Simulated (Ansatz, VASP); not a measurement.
Two plane-wave programs on KF

File POSCAR:

```
KF
1.0
    3.6599340438      0.0000000000      0.0000000000
   -1.8299670219      3.1695958582      0.0000000000
    0.0000000000      0.0000000000      6.4788100681
K F
2 2
Direct
    0.0000000000      0.0000000000      0.0000000000
    0.0000000000      0.0000000000      0.5000000000
    0.3333333333      0.6666666667      0.2500000000
    0.6666666667      0.3333333333      0.7500000000
```

File INCAR.step1:

```
SYSTEM = KF
  PREC = Accurate
  ENCUT = 520
  ISMEAR = 0
  SIGMA = 0.01
  LREAL = .FALSE.
  LASPH = .TRUE.
  NELM = 100
  NBANDS = 24
  GGA = PE
  ALGO = Normal
  EDIFF = 1E-4
  LWAVE = .TRUE.
  LCHARG = .FALSE.
```

The input INCAR.step2:

```
SYSTEM = KF
  PREC = Accurate
  ENCUT = 520
  EDIFF = 1E-6
  ISMEAR = 0
  SIGMA = 0.01
  LREAL = .FALSE.
  LASPH = .TRUE.
  NELM = 100
  ALGO = Normal
  ISIF = 2
  LWAVE = .FALSE.
  LCHARG = .TRUE.
  METAGGA = R2SCAN
  LMIXTAU = .TRUE.
  LELF = .TRUE.
  LVHAR = .TRUE.
  NBANDS = 24
  ISTART = 1
```

Contents of KPOINTS:

```
Automatic mesh
0
G
  12 12 4
  0 0 0
```

Input for Ansatz:

```yaml
crystal:
  lattice:
    - [3.6599340438, 0.0, 0.0]
    - [-1.8299670219, 3.1695958582, 0.0]
    - [0.0, 0.0, 6.4788100681]
  atoms:
    - { symbol: K, position: [0.0, 0.0, 0.0] }
    - { symbol: K, position: [0.0, 0.0, 0.5] }
    - { symbol: F, position: [0.3333333333, 0.6666666667, 0.25] }
    - { symbol: F, position: [0.6666666667, 0.3333333333, 0.75] }
kpoints:
  mp_grid: { grid: [12, 12, 4] }
  band_path:
    path:
      - [0.0, 0.0, 0.0]
      - [0.5, 0.0, 0.0]
      - [0.3333333333, 0.3333333333, 0.0]
      - [0.0, 0.0, 0.5]
      - [0.5, 0.0, 0.5]
      - [0.3333333333, 0.3333333333, 0.5]
    npoints: 1
hamiltonian:
  xc: r2scan
scf:
  occupations: { method: fixed }
  n_extra_bands: 5
output:
  forces: true
  stress: true
  eigenvalues: true
  write_density: true
  write_potential: true
  elf: true
  volumetric_format: npy
```

Alike in both runs: task single point; functional r2SCAN; k mesh 12 × 12 × 4; no spin polarisation.

|  | VASP | Ansatz |
| --- | --- | --- |
| version | VASP 6.6.1 | Ansatz 0.2.0 |
| potentials or method | VASP PAW PBE potentials, release 64 (K_sv, F) | plane waves, PAW |
| plane-wave cutoff (eV) | 520 | 500 |
| occupations | gaussian, width 0.01 eV | fixed |
| valence electrons in the cell | 32 | 32 |

|  | VASP | Ansatz | Ansatz less VASP |
| --- | --- | --- | --- |
| gap on the k mesh at the Fermi level (eV) | 6.87 | 6.87 | +0.001 |
| pressure (GPa) | 0.0 | 0.0 | +0.03 |

VASP's potentials were made for PBE, not for r2SCAN.
